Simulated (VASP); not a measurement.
**InSb: electric field gradients with PBE**

InSb:

```xyz
4
Lattice="5.3570 0.0000 0.0000 0.0000 5.7120 0.0000 0.0000 0.0000 3.0324" Properties=species:S:1:pos:R:3 pbc="T T T"
In    0.0000    0.0000    0.0000
In    2.6785    2.8560    0.0000
Sb    2.6785    0.0000    2.5320
Sb    0.0000    2.8560    0.5003
```

This cell differs from its parent crystal: zz strain of -1 %.

```yaml
Program: VASP 6.6.1
Task: electric field gradients
Functional: PBE
Potentials_or_basis: VASP PAW PBE potentials, release 64 (In_d, Sb)
Cutoff: 520 eV
k_mesh: 6 × 6 × 11
Occupations: fermi-dirac, width 0.08 eV
Spin: no spin polarisation
Dipole_correction: no
Further_INCAR_settings: ALGO = Normal; EDIFF = 1e-08; NBANDS = 26
```

```json
{"Pressure": "18.9 GPa", "Largest force": "0.737 eV/Å", "Band gap on the k mesh": "zero (bands 18 and 19 overlap by 3.29 eV)", "Largest electric field gradient by atom": "In -78.6; Sb +151.6 V/Å²"}
```

Forces in eV/Å, atoms in the order of the input:
```
In   0.000  0.000  0.264
In   0.000  0.000 -0.264
Sb   0.000  0.000 -0.737
Sb   0.000  0.000  0.737
```

Stress tensor (GPa, compression positive):
```
30.70  0.00  0.00
 0.00 15.34  0.00
 0.00  0.00 10.63
```

Levels at points of the mesh, in eV from the Fermi level:
```csv
k point,band 15,band 16,band 17,band 18,band 19,band 20,band 21,band 22
"(0.00, 0.00, 0.00)",-5.86,-3.05,-2.72,-2.30,2.98,4.52,4.55,6.24
"(0.50, 0.00, 0.00)",-4.55,-4.55,0.92,0.92,4.32,4.32,4.82,4.82
"(0.00, 0.50, 0.00)",-4.74,-4.74,-0.45,-0.45,3.82,3.82,4.73,4.73
"(0.50, 0.50, 0.00)",-0.51,-0.51,1.23,1.23,2.35,2.35,2.68,2.68
```

Electric field gradients, principal values (V/Å²):
| atom | least | middle | greatest (by size) |
| --- | --- | --- | --- |
| 1 In | 15.988 | 62.656 | -78.644 |
| 2 In | 15.988 | 62.656 | -78.644 |
| 3 Sb | -71.995 | -79.609 | 151.604 |
| 4 Sb | -71.995 | -79.609 | 151.604 |

Run time: 2.1 min on 1 thread of Intel(R) Xeon(R) Platinum 8488C (Sapphire Rapids), with other jobs on the host, peak memory 0.33 GiB.

Caveat: the cell differs from its parent crystal (zz strain of -1 %); the stress differs along the axes, from 11 to 31 GPa; without QUAD_EFG the Cq values of the log hold for a quadrupole moment of 1 mb, not for the nuclei; spin-orbit coupling is left out, which moves the levels of the heavy elements.
